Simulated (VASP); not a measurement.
Runs of VASP 6.6.1 on SiNi2. The structure is that of space group P6_3/mmc (No. 194), or close to it. The cells are those of the table. 

```tsv
task	level	cell	k mesh	cutoff (eV)	smearing	gap on the mesh (eV)	pressure (GPa)	moment (μB)
single point	revPBE+D4	a = 3.863, b = 3.863, c = 4.897 Å, angles 90.0, 90.0, 120.0°, 6 atoms	8 × 8 × 6	520	fermi-dirac 0.05 eV	none	-0.2	0.00
single point	PBE	a = 3.836, b = 3.836, c = 4.948 Å, angles 90.0, 90.0, 120.0°, 6 atoms	8 × 8 × 6	520	gaussian 0.011 eV	none	11.3	0.17
single point	r2SCAN	a = 3.836, b = 3.836, c = 4.948 Å, angles 90.0, 90.0, 120.0°, 6 atoms	7 × 7 × 5	520	gaussian 0.05 eV	none	(a)	0.00
relaxation of cell and atoms	PBEsol+D4	relaxed from a = 3.836, b = 3.836, c = 4.948 Å, angles 90.0, 90.0, 120.0°, 6 atoms	8 × 8 × 6	600	fermi-dirac 0.05 eV	none	-0.1	0.00
```

Alike in all rows: potentials or basis VASP PAW PBE potentials, release 64 (Ni, Si); spin collinear, ferromagnetic start.

Fill in the values left out.

(a) 3.8.

Caveats: the PAW data sets were made with another functional, which shifts forces and pressure a little (at least some runs); the cell stands under pressure (at least some runs).

A gap of «none» marks levels without a gap at the run's occupations.
